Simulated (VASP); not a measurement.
# Si31Sn (P1) in VASP: further runs, part 2 of 2

VASP 6.6.1. The steps go on from the part before.

### 3 Relaxation of volume and atoms at fixed shape, PBEsol

Contents of INCAR:

```
SYSTEM = Si31Sn
ALGO = Normal
EDIFF = 1E-7
EDIFFG = -0.03
ENCUT = 500
GGA = PS
GGA_COMPAT = .False.
IBRION = 2
ISIF = 8
ISMEAR = -1
ISYM = -1
LASPH = .True.
LCHARG = .False.
LREAL = Auto
LWAVE = .False.
NELM = 120
NELMIN = 4
NSW = 100
PREC = Accurate
SIGMA = 0.05
```

Contents of KPOINTS:

```
explicit points
1
Reciprocal
  0.25000000   0.25000000   0.25000000 1
```

Contents of POSCAR:

```
Si31Sn
1.0
   10.9319820000      0.0000000000      0.0000000000
    0.0000000000     10.9319820000      0.0000000000
    0.0000000000      0.0000000000     10.9319820000
Si Sn
62 2
Direct
    0.0006680000      0.9990250000      0.0006600000
    0.0010600000      0.0013770000      0.4972410000
    0.0023070000      0.5003410000      0.0010160000
    0.0002670000      0.5021270000      0.4985790000
    0.5010750000      0.0002690000      0.0009820000
    0.5013270000      0.9973320000      0.5014860000
    0.4994400000      0.4985840000      0.9976850000
    0.4981140000      0.4999820000      0.5000530000
    0.1265750000      0.1267730000      0.1278450000
    0.1261440000      0.1280970000      0.6241960000
    0.1240540000      0.6247980000      0.1263600000
    0.1237880000      0.6233260000      0.6263730000
    0.6237890000      0.1254020000      0.1256860000
    0.6268360000      0.1238290000      0.6225920000
    0.6234770000      0.6242850000      0.1257170000
    0.6233020000      0.6285410000      0.6244810000
    0.2490700000      0.2531010000      0.9971920000
    0.2501830000      0.2475720000      0.5000920000
    0.2507930000      0.7529340000      0.9984390000
    0.2469850000      0.7489780000      0.5008500000
    0.7474830000      0.2507780000      0.9994990000
    0.7484930000      0.2493530000      0.5009400000
    0.7499720000      0.7513990000      0.9942250000
    0.7488600000      0.7515610000      0.4992510000
    0.3755360000      0.3790490000      0.1263340000
    0.3741280000      0.8751560000      0.1273790000
    0.3745020000      0.8775980000      0.6233700000
    0.8723210000      0.3745470000      0.1238490000
    0.8787820000      0.3784250000      0.6252570000
    0.8750370000      0.8745290000      0.1272760000
    0.8790950000      0.8752130000      0.6278710000
    0.2527190000      0.0002600000      0.2496090000
    0.2491100000      0.0024590000      0.7503980000
    0.2498590000      0.4985710000      0.2509520000
    0.2527900000      0.5018630000      0.7505060000
    0.7505900000      0.0015460000      0.2474880000
    0.7515170000      0.0009990000      0.7517110000
    0.7526670000      0.5009620000      0.2495080000
    0.7464620000      0.4985940000      0.7471610000
    0.3766920000      0.1248100000      0.3780880000
    0.3748460000      0.1269900000      0.8721970000
    0.3735470000      0.6255540000      0.3745690000
    0.3767250000      0.6251090000      0.8759910000
    0.8759650000      0.1231250000      0.3740440000
    0.8725200000      0.1272790000      0.8754810000
    0.8766350000      0.6236900000      0.3770970000
    0.8732350000      0.6250570000      0.8737510000
    0.0005710000      0.2501050000      0.2511390000
    0.9985500000      0.2507320000      0.7512560000
    0.9996300000      0.7481310000      0.2512470000
    0.9968560000      0.7505050000      0.7519450000
    0.5026710000      0.2471440000      0.2513280000
    0.5007090000      0.2473380000      0.7498410000
    0.5026210000      0.7518070000      0.2526080000
    0.1253070000      0.3737900000      0.3758140000
    0.1240290000      0.3756340000      0.8744750000
    0.1266520000      0.8777010000      0.3790010000
    0.1248470000      0.8744660000      0.8732230000
    0.6241740000      0.3720860000      0.3744470000
    0.6252920000      0.3760730000      0.8731480000
    0.6239270000      0.8753320000      0.3743240000
    0.6227010000      0.8751040000      0.8783540000
    0.3772160000      0.3742160000      0.6272860000
    0.4996110000      0.7497130000      0.7506460000
```

Potentials or basis: VASP PAW PBE potentials, release 64 (Si, Sn_d).

On the command line:

```sh
$ cat potpaw_PBE.64/Si/POTCAR potpaw_PBE.64/Sn_d/POTCAR > POTCAR
$ mpirun -np 1 vasp_std > vasp.out
```

It took 37 min on 1 thread of Intel Xeon 6975P-C (Granite Rapids), shared host; peak memory 1.1 GiB.

The run converged. Its results:

```yaml
Free_energy: -363.6229 eV
Relaxed_volume: 20.45 Å³/atom
Relaxed_cell: a = 10.939 Å, b = 10.939 Å, c = 10.939 Å, α = 90.00°, β = 90.00°, γ = 90.00°
Space_group_after_relaxing_to_0.1_Å: C2/m (No. 12)
Energy_gained_by_relaxing: 29.9 meV/atom
Ionic_steps: 13
Pressure_after_relaxing: -0.1 GPa
Largest_force_after_relaxing: 0.030 eV/Å
Band_gap_on_the_k_mesh: 1.00 eV
```

Forces on the atoms (eV/Å):
```
Si  -0.009 -0.014 -0.013
Si  -0.009 -0.010  0.013
Si   0.010 -0.010 -0.007
Si   0.011 -0.001  0.012
Si  -0.009  0.010 -0.009
Si  -0.003  0.015 -0.007
Si   0.003  0.001 -0.006
Si   0.022  0.005  0.006
Si  -0.007  0.007  0.007
Si  -0.007 -0.013  0.009
Si   0.004  0.004  0.002
Si   0.001  0.007  0.001
Si  -0.018  0.009  0.012
Si  -0.019  0.001  0.021
Si  -0.009  0.002 -0.009
Si   0.009 -0.022  0.002
Si   0.006 -0.009 -0.011
Si   0.017  0.006  0.007
Si   0.019 -0.019 -0.011
Si   0.007 -0.006 -0.011
Si  -0.001 -0.004 -0.007
Si  -0.012  0.001  0.002
Si   0.009  0.008  0.005
Si  -0.006 -0.018  0.009
Si   0.004 -0.004 -0.004
Si   0.017 -0.010 -0.011
Si   0.005 -0.011  0.007
Si   0.006  0.005  0.011
Si  -0.005  0.004  0.017
Si  -0.005  0.001  0.003
Si  -0.018 -0.001  0.003
Si   0.002 -0.003 -0.004
Si   0.020 -0.003 -0.001
Si   0.007  0.005  0.008
Si  -0.003 -0.002 -0.003
Si  -0.007 -0.013  0.014
Si  -0.010  0.008 -0.026
Si  -0.006 -0.008  0.002
Si   0.012 -0.004  0.011
Si   0.000  0.003 -0.012
Si   0.014 -0.014  0.000
Si   0.006  0.011  0.004
Si  -0.011 -0.002 -0.003
Si   0.000  0.016  0.019
Si   0.007  0.005 -0.026
Si  -0.010  0.015  0.000
Si   0.007 -0.002 -0.009
Si  -0.004  0.006  0.000
Si   0.022 -0.005 -0.011
Si  -0.001 -0.001 -0.006
Si   0.008  0.004 -0.025
Si  -0.002  0.009  0.004
Si   0.003  0.015  0.001
Si  -0.016  0.010 -0.007
Si  -0.017  0.003  0.002
Si   0.003 -0.005 -0.007
Si   0.013 -0.018  0.012
Si   0.009  0.007 -0.016
Si  -0.014  0.004  0.013
Si  -0.006  0.007  0.012
Si  -0.017  0.016  0.018
Si  -0.002 -0.007 -0.004
Sn  -0.022 -0.009 -0.005
Sn   0.006  0.017  0.001
```

Stress tensor (GPa, compression positive):
```
-0.07 -1.10 -1.12
-1.10 -0.09 -1.12
-1.12 -1.12 -0.08
```

Step by step:
| step | energy change (eV) | largest force (eV/Å) | pressure (GPa) | volume (Å³) |
| --- | --- | --- | --- | --- |
| 1 | 0.0000 | 2.9424 | 0.58 | 1306.46 |
| 2 | -1.5899 | 0.6892 | -0.77 | 1320.46 |
| 3 | -1.6097 | 0.5814 | -0.91 | 1322.32 |
| 4 | -1.8067 | 0.3114 | 0.49 | 1301.17 |
| 5 | -1.8080 | 0.2968 | 0.63 | 1299.25 |
| 6 | -1.8809 | 0.1587 | 0.02 | 1307.52 |
| 7 | -1.8831 | 0.1814 | -0.11 | 1309.24 |
| 8 | -1.9006 | 0.0831 | -0.03 | 1308.20 |
| 9 | -1.9024 | 0.0894 | 0.00 | 1307.76 |
| 10 | -1.9078 | 0.0444 | 0.02 | 1307.38 |
| 11 | -1.9087 | 0.0429 | 0.04 | 1307.14 |
| 12 | -1.9108 | 0.0305 | -0.04 | 1308.31 |
| 13 | -1.9110 | 0.0299 | -0.08 | 1308.88 |

Final structure:
```
CELL_PARAMETERS angstrom
10.93873 0.00000 0.00000
0.00000 10.93873 0.00000
0.00000 0.00000 10.93873
ATOMIC_POSITIONS crystal
Si 0.00045 0.00048 0.00047
Si 0.99877 0.99942 0.49988
Si 0.99785 0.50053 0.00144
Si 0.00041 0.49983 0.50005
Si 0.49984 0.00131 0.00412
Si 0.50011 0.00212 0.49773
Si 0.49984 0.49735 0.00288
Si 0.50824 0.50644 0.48875
Si 0.12574 0.12532 0.12518
Si 0.12088 0.12503 0.62515
Si 0.12334 0.62555 0.12677
Si 0.12236 0.62775 0.62593
Si 0.62532 0.12673 0.12619
Si 0.62838 0.12229 0.62537
Si 0.62525 0.62523 0.12528
Si 0.63542 0.61998 0.61604
Si 0.24997 0.25060 0.00013
Si 0.24079 0.24127 0.49089
Si 0.24708 0.75164 0.00439
Si 0.24727 0.75007 0.49795
Si 0.75095 0.25079 0.00121
Si 0.75028 0.24993 0.49967
Si 0.75212 0.75028 0.00254
Si 0.75432 0.75168 0.49734
Si 0.37525 0.37390 0.12681
Si 0.37494 0.87528 0.12588
Si 0.36579 0.88407 0.61631
Si 0.87517 0.37500 0.12515
Si 0.87643 0.37397 0.62472
Si 0.87657 0.87531 0.12624
Si 0.87582 0.87533 0.62532
Si 0.25010 0.99928 0.24925
Si 0.24689 0.00301 0.74959
Si 0.24986 0.50009 0.24975
Si 0.23954 0.50661 0.75892
Si 0.75005 0.00033 0.24943
Si 0.75449 0.00122 0.75084
Si 0.75186 0.50027 0.24857
Si 0.75210 0.49786 0.74862
Si 0.37539 0.12414 0.37199
Si 0.37508 0.12284 0.87770
Si 0.37496 0.62789 0.37240
Si 0.36664 0.61933 0.88689
Si 0.87503 0.12497 0.37470
Si 0.87652 0.12679 0.87624
Si 0.87712 0.62530 0.37412
Si 0.87415 0.62526 0.87499
Si 0.99900 0.24984 0.24868
Si 0.99937 0.25080 0.75071
Si 0.00008 0.75060 0.25042
Si 0.99842 0.75121 0.75069
Si 0.50028 0.25010 0.25014
Si 0.50924 0.24079 0.75887
Si 0.50017 0.75116 0.24883
Si 0.12299 0.37513 0.37250
Si 0.12111 0.37491 0.87803
Si 0.12386 0.87572 0.37410
Si 0.12486 0.87545 0.87537
Si 0.62804 0.37444 0.37114
Si 0.62736 0.37558 0.87679
Si 0.62558 0.87523 0.37459
Si 0.63433 0.88472 0.88474
Sn 0.37558 0.37468 0.62541
Sn 0.49974 0.75103 0.75057
```

Levels at points of the mesh, in eV from the valence-band top:
```tsv
k point	band 135	band 136	band 137	band 138	band 139	band 140	band 141	band 142
(0.25, 0.25, 0.25)	-0.46	-0.40	-0.02	0.00	1.00	1.02	1.04	1.48
```

Caveat: the PAW data sets were made with another functional, which shifts forces and pressure a little; spin-orbit coupling is left out, which moves the levels of the heavy elements; a shifted mesh leaves out Γ, where band edges can lie. A k mesh can miss the band edges.
